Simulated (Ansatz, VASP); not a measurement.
# One calculation of ScAl3, two programs

```
CELL_PARAMETERS angstrom
4.08781 0.00000 0.00000
0.00000 4.08781 0.00000
0.00000 0.00000 4.08781
ATOMIC_POSITIONS crystal
Sc 0.00000 0.00000 0.00000
Al 0.50000 0.00000 0.50000
Al 0.00000 0.50000 0.50000
Al 0.50000 0.50000 0.00000
```

Alike in both runs: task single point; functional PBE; k mesh 8 × 8 × 8; occupations gaussian, width 0.05 eV; no spin polarisation.

|  | VASP | Ansatz |
| --- | --- | --- |
| version | VASP 6.6.1 | Ansatz 0.2.0 |
| potentials or method | VASP PAW PBE potentials, release 64 (Sc_sv, Al), cutoff 520 eV | scalar-relativistic, plane waves, PAW |
| valence electrons in the cell | 20 | 20 |

```csv
,VASP,Ansatz,Ansatz less VASP
gap on the k mesh at the Fermi level (eV),none,none,-
pressure (GPa),1.2,1.1,-0.02
```

A gap of «none» marks a metal or a gap that the smearing closes.
